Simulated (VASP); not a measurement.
# Be (Fm-3m) in VASP: single point with PBE

Aim: the single point of Be with PBE.

Program: VASP 6.6.1. These are calculated values, not measurements. Logs are shortened: lines on timing, memory, paths and dates and some standing lists are left out, and cuts for length are marked.

## Step 1: The cell of the first run

Symmetry: Fm-3m, No. 225, cubic system. The conventional cell has a = 3.125 Å, b = 3.125 Å, c = 3.125 Å, α = 90.00°, β = 90.00°, γ = 90.00°. Within 2.9 Å of Be (site symmetry m-3m) lie 12 Be at 2.21 Å.

## Step 2: Single point, PBE (volume scaled by 0.97)

The input, INCAR:

```
PREC = Accurate ; ENCUT = 520
EDIFF = 1E-6 ; ISMEAR = 0
SIGMA = 0.1 ; LREAL = False
LASPH = True ; NELM = 60
ALGO = Normal ; ISIF = 2
LWAVE = False ; LCHARG = True
GGA = PE ; LELF = True
LVHAR = True ; NBANDS = 7
```

The input, KPOINTS:

```
Automatic mesh
0
Gamma
  30 30 30
```

The input, POSCAR:

```
Be
1.0
    0.0000000000      1.5624707852      1.5624707852
    1.5624707852      0.0000000000      1.5624707852
    1.5624707852      1.5624707852      0.0000000000
Be
1
Direct
    0.5000000000      0.5000000000      0.5000000000
```

Potentials or basis: VASP PAW PBE potentials, release 64 (Be).

On the command line:

```bash
$ cat potpaw_PBE.64/Be/POTCAR > POTCAR
$ mpirun -np 1 vasp_std > vasp.out
```

OUTCAR:

```text
PREC = Accurate
   ENCUT = 520
   EDIFF = 1E-6
   ISMEAR = 0
   LREAL = False
   LASPH = True
   NELM = 60
   ISIF = 2
   GGA = PE

 ion  position               nearest neighbor table
   1  0.500  0.500  0.500-

  LATTYP: Found a face centered cubic cell.
 ALAT       =     3.1249415704

  Lattice vectors:

 A1 = (   0.0000000000,   1.5624707852,   1.5624707852)
 A2 = (   1.5624707852,   0.0000000000,   1.5624707852)
 A3 = (   1.5624707852,   1.5624707852,   0.0000000000)

Analysis of symmetry for initial positions (statically):
=====================================================================
 Subroutine PRICEL returns:
 Original cell was already a primitive cell.

 Routine SETGRP: Setting up the symmetry group for a
 face centered cubic supercell.

 Subroutine GETGRP returns: Found 48 space group operations
 (whereof 48 operations were pure point group operations)
 out of a pool of 48 trial point group operations.

The static configuration has the point symmetry O_h .

Analysis of symmetry for dynamics (positions and initial velocities):
=====================================================================
 Subroutine PRICEL returns:
 Original cell was already a primitive cell.

 Routine SETGRP: Setting up the symmetry group for a
 face centered cubic supercell.

 Subroutine GETGRP returns: Found 48 space group operations
 (whereof 48 operations were pure point group operations)
 out of a pool of 48 trial point group operations.

The dynamic configuration has the point symmetry O_h .

 Subroutine INISYM returns: Found 48 space group operations
 (whereof 48 operations are pure point group operations),
 and found     1 'primitive' translations

----------------------------------------------------------------------------------------

                                     Primitive cell

  volume of cell :       7.6290

  direct lattice vectors                    reciprocal lattice vectors
     0.000000000  1.562470785  1.562470785    -0.320005983  0.320005983  0.320005983
     1.562470785  0.000000000  1.562470785     0.320005983 -0.320005983  0.320005983
     1.562470785  1.562470785  0.000000000     0.320005983  0.320005983 -0.320005983

  length of vectors
     2.209667375  2.209667375  2.209667375     0.554266622  0.554266622  0.554266622

  position of ions in fractional coordinates (direct lattice)
     0.500000000  0.500000000  0.500000000

  ion indices of the primitive-cell ions
   primitive index   ion index
                 1           1

----------------------------------------------------------------------------------------

 KPOINTS: Automatic mesh

Automatic generation of k-mesh.
 Grid dimensions read from file:
 generate k-points for:   30   30   30

 Generating k-lattice:

  Cartesian coordinates                     Fractional coordinates (reciprocal lattice)
    -0.010666866  0.010666866  0.010666866     0.033333333  0.000000000  0.000000000
     0.010666866 -0.010666866  0.010666866     0.000000000  0.033333333  0.000000000
     0.010666866  0.010666866 -0.010666866     0.000000000  0.000000000  0.033333333

  Length of vectors
     0.018475554  0.018475554  0.018475554

  Shift w.r.t. Gamma in fractional coordinates (k-lattice)
     0.000000000  0.000000000  0.000000000

 Subroutine IBZKPT returns following result:
 ===========================================

 Found    752 irreducible k-points:

 Following reciprocal coordinates:
            Coordinates               Weight
  0.000000  0.000000  0.000000      1.000000
  0.033333  0.000000  0.000000      8.000000
  0.066667  0.000000  0.000000      8.000000
  0.100000  0.000000  0.000000      8.000000
  0.133333  0.000000  0.000000      8.000000
  0.166667  0.000000  0.000000      8.000000
[... 16 lines left out ...]
  0.233333  0.033333  0.000000     24.000000
  0.266667  0.033333  0.000000     24.000000
 [... further k-points ...]
   k-points           NKPTS =    752   k-points in BZ     NKDIM =    752   number of bands    NBANDS=      7
   number of dos      NEDOS =    301   number of ions     NIONS =      1
   total plane-waves  NPLWV =   4096
   dimension x,y,z NGX =    16 NGY =   16 NGZ =   16
   dimension x,y,z NGXF=    32 NGYF=   32 NGZF=   32
   ions per type =               1
   NGX,Y,Z   is equivalent  to a cutoff of  12.04, 12.04, 12.04 a.u.
   NGXF,Y,Z  is equivalent  to a cutoff of  24.08, 24.08, 24.08 a.u.
 SYSTEM =  unknown system
   PREC   = accura    normal or accurate (medium, high low for compatibility)
   ISTART =      0    job   : 0-new  1-cont  2-samecut
   ICHARG =      2    charge: 1-file 2-atom 10-const
   ISPIN  =      1    spin polarized calculation?
   LNONCOLLINEAR =      F non collinear calculations
   LSORBIT =      F    spin-orbit coupling
   LASPH  =      T    aspherical Exc in radial PAW
   ENCUT  =  520.0 eV  38.22 Ry    6.18 a.u.   4.11  4.11  4.11*2*pi/ulx,y,z
   NELM   =     60;   NELMIN=  2; NELMDL= -5     # of ELM steps
   EDIFF  = 0.1E-05   stopping-criterion for ELM
   LREAL  =      F    real-space projection
[... 7 lines left out ...]
   TEBEG  =    0.0;   TEEND  =   0.0 temperature during run
   PSTRESS=    0.0 pullay stress
   NELECT =       2.0000    total number of electrons
   NUPDOWN=      -1.0000    fix difference up-down
   EMIN   =  10.00;   EMAX   =-10.00  energy-range for DOS
   EFERMI =   0.00;   METHOD = LEGACY
   ISMEAR =     0;   SIGMA  =   0.10  broadening in eV -4-tet -1-fermi 0-gaus
   EFERMI_NEDOS =   21; number of points for ismear=-14 and -15
   IALGO  =     38    algorithm
   IMIX   =      4    mixing-type and parameters
     AMIX     =   0.40;   BMIX     =  1.00
     AMIX_MAG =   1.60;   BMIX_MAG =  1.00
  volume/ion in A,a.u.               =       7.63        51.48
  Fermi-wavevector in a.u.,A,eV,Ry     =   1.047763  1.979984 14.936566  1.097807
  Thomas-Fermi vector in A             =   2.182656
   LORBIT       =      0    0 simple, 1 ext, 2 COOP (PROOUT), +10 PAW based schemes
   GGA     = PE    functional components
   LHFCALC =     F    Hartree Fock is set to
   AEXX    =    0.0000 exact exchange contribution
   IVDW    =     0    specifies the selected vdW correction
   LEPSILON=     F    determine dielectric tensor
   LRPA    =     F    only Hartree local field effects (RPA)
 non-spin polarized calculation
 Gauss-broadening in eV      SIGMA  =   0.10
  energy-cutoff  :      520.00
  volume of cell :        7.63
 maximum number of plane-waves:       214
   NGX =  9   NGY =  9   NGZ =  9

 number of electron       2.0000000 magnetization

 Free energy of the ion-electron system (eV)
  ---------------------------------------------------
  ext. energy  EPLUGINS =         0.00000000
  ---------------------------------------------------
  free energy    TOTEN  =        -3.68310082 eV

  energy without entropy =       -3.68281229  energy(sigma->0) =       -3.68295655

 E-fermi :   7.8646     XC(G=0): -10.7279

 val. band max:        7.8570685641   @ k =  -0.3667   0.3333   0.0000
 cond. band min:       7.9341083145   @ k =   0.5000   0.0000   0.0000
 fundamental gap:      0.0770397504
 Fermi energy:         7.8646075361

 k-point     1 :       0.0000    0.0000    0.0000
  band No.  band energies     occupation
      1      -4.2304      2.00000
      2      27.7728      0.00000
      3      27.7728      0.00000
      4      27.7728      0.00000
      5      37.5288      0.00000
      6      37.5288      0.00000
      7      37.5288      0.00000

 k-point     2 :       0.0333    0.0000    0.0000
  band No.  band energies     occupation
      1      -4.1931      2.00000
      2      27.4606      0.00000
      3      27.7053      0.00000
      4      27.7053      0.00000
      5      36.8920      0.00000
      6      37.6584      0.00000
      7      37.6584      0.00000

 k-point     3 :       0.0667    0.0000    0.0000
  band No.  band energies     occupation
      1      -4.0813      2.00000
      2      26.5634      0.00000
      3      27.5158      0.00000
      4      27.5158      0.00000
      5      36.1345      0.00000
      6      38.0227      0.00000
      7      38.0227      0.00000

 k-point     4 :       0.1000    0.0000    0.0000
  band No.  band energies     occupation
      1      -3.8949      2.00000
      2      25.2079      0.00000
      3      27.2370      0.00000
      4      27.2370      0.00000
      5      35.7551      0.00000
      6      38.5466      0.00000
      7      38.5466      0.00000

 k-point     5 :       0.1333    0.0000    0.0000
  band No.  band energies     occupation
      1      -3.6340      2.00000
      2      23.5667      0.00000
      3      26.9074      0.00000
      4      26.9074      0.00000
      5      35.7163      0.00000
      6      39.0866      0.00000
      7      39.0866      0.00000

 k-point     6 :       0.1667    0.0000    0.0000
  band No.  band energies     occupation
      1      -3.2988      2.00000
      2      21.7843      0.00000
      3      26.5599      0.00000
      4      26.5599      0.00000
      5      35.9220      0.00000
      6      39.3927      0.00000
      7      39.3927      0.00000

 k-point     7 :       0.2000    0.0000    0.0000
  band No.  band energies     occupation
      1      -2.8898      2.00000
      2      19.9551      0.00000
      3      26.2194      0.00000
      4      26.2194      0.00000
      5      36.2913      0.00000
      6      39.2175      0.00000
      7      39.2175      0.00000
[... 121 lines left out ...]
 k-point    20 :       0.1333    0.0333    0.0000
  band No.  band energies     occupation
      1      -3.6959      2.00000
      2      24.1245      0.00000
      3      26.3717      0.00000
      4      27.4574      0.00000
      5      35.1862      0.00000
      6      38.9300      0.00000
      7      39.6119      0.00000

 k-point    21 :       0.1667    0.0333    0.0000
  band No.  band energies     occupation
      1      -3.3853      2.00000
      2      22.3885      0.00000
      3      25.9729      0.00000
      4      27.1826      0.00000
      5      35.3739      0.00000
      6      39.1107      0.00000
      7      40.0659      0.00000

 k-point    22 :       0.2000    0.0333    0.0000
  band No.  band energies     occupation
      1      -3.0007      2.00000
      2      20.5742      0.00000
      3      25.6015      0.00000
      4      26.8723      0.00000
      5      35.6979      0.00000
      6      38.7616      0.00000
      7      40.0926      0.00000

 k-point    23 :       0.2333    0.0333    0.0000
  band No.  band energies     occupation
      1      -2.5427      2.00000
      2      18.7517      0.00000
      3      25.2716      0.00000
      4      26.5515      0.00000
      5      35.9964      0.00000
      6      38.1969      0.00000
      7      39.6438      0.00000

 k-point    24 :       0.2667    0.0333    0.0000
  band No.  band energies     occupation
      1      -2.0131      2.00000
      2      16.9637      0.00000
      3      24.9921      0.00000
      4      26.2367      0.00000
      5      35.9534      0.00000
      6      37.9981      0.00000
      7      38.9226      0.00000

 [... further k-points ...]

------------------------ aborting loop because EDIFF is reached ----------------------------------------

  FORCE on cell =-STRESS in cart. coord.  units (eV):
  Direction    XX          YY          ZZ          XY          YZ          ZX
  --------------------------------------------------------------------------------------
  -------------------------------------------------------------------------------------
  Total        0.1906315      0.1906315      0.1906315      0.0000000     -0.0000000      0.0000000
  in kB       40.0349730     40.0349730     40.0349730      0.0000000     -0.0000000      0.0000000
  external PRESSURE =      40.0349730 kB  Pullay stress =       0.0000000 kB

 VOLUME and BASIS-vectors are now :
 -----------------------------------------------------------------------------
  energy-cutoff  :      520.00
  volume of cell :        7.63
      direct lattice vectors                 reciprocal lattice vectors
     0.000000000  1.562470785  1.562470785    -0.320005983  0.320005983  0.320005983
     1.562470785  0.000000000  1.562470785     0.320005983 -0.320005983  0.320005983
     1.562470785  1.562470785  0.000000000     0.320005983  0.320005983 -0.320005983

 POSITION                                       TOTAL-FORCE (eV/Angst)
 -----------------------------------------------------------------------------------
      1.56247      1.56247      1.56247        -0.000000     -0.000000     -0.000000
 -----------------------------------------------------------------------------------
    total drift:                               -0.000000     -0.000000     -0.000000

  FREE ENERGIE OF THE ION-ELECTRON SYSTEM (eV)
  ---------------------------------------------------
  free  energy   TOTEN  =        -3.6831008151 eV

  energy  without entropy=       -3.6828122940  energy(sigma->0) =       -3.68295655
```

It took 34 s on 1 thread of AMD EPYC 7R43 (Zen 3), shared host; peak memory 0.1 GiB.

Results:

| Item | Value |
| --- | --- |
| Free energy | -3.6831 eV |
| Pressure | 4.0 GPa |
| Band gap on the k mesh | zero (band 1 reaches 8.46 eV, above the bottom of band 2 at 7.74 eV) |

Levels at points of the mesh, in eV from the Fermi level:
```csv
k point,band 1,band 2,band 3,band 4,band 5,band 6
"(0.00, 0.00, 0.00)",-12.10,19.91,19.91,19.91,29.66,29.66
"(0.50, 0.00, 0.00)",-5.46,0.07,16.89,16.89,26.74,26.74
"(0.50, 0.50, 0.00)",-2.77,3.93,9.73,9.73,15.42,23.41
```
